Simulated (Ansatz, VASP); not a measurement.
Si3Mo: VASP beside Ansatz

```
CELL_PARAMETERS angstrom
2.52115 0.00000 0.00000
0.00000 2.52115 0.00000
0.00000 0.00000 10.29611
ATOMIC_POSITIONS crystal
Si 0.00000 0.00000 0.25307
Si 0.00000 0.00000 0.50000
Si 0.00000 0.00000 0.74693
Mo 0.00000 0.00000 0.00000
```

Change from the starting cell: species swapped into the Sb3Au type (P4/mmm, No. 123).

Alike in both runs: task single point; functional PBE; k mesh 6 × 6 × 2; occupations gaussian, width 0.1 eV; collinear spin.

|  | VASP | Ansatz |
| --- | --- | --- |
| version | VASP 6.6.1 | Ansatz 0.2.0 |
| potentials or method | VASP PAW PBE potentials, release 64 (Si, Mo_sv), cutoff 500 eV | scalar-relativistic, plane waves, PAW |
| valence electrons in the cell | 26 | 26 |

```csv
,VASP,Ansatz,Ansatz less VASP
gap on the k mesh at the Fermi level (eV),none,none,-
pressure (GPa),0.1,0.0,-0.09
"traceless stress, the component that is largest in VASP (GPa)",0.11,0.15,+0.038
rms of the force components (eV/Å),0.005,0.002,-0.0033
net moment per atom (μB),0.00,0.00,0.000
```

Atom by atom the forces differ by 0.003 eV/Å (rms over components). A gap of «none» marks a metal or a gap that the smearing closes. With one functional, cell and mesh, what is left measures potentials, basis and numerics. Ansatz's warnings: seeded moment not kept.

The k mesh is coarse, so the values compare programs but aren't converged.
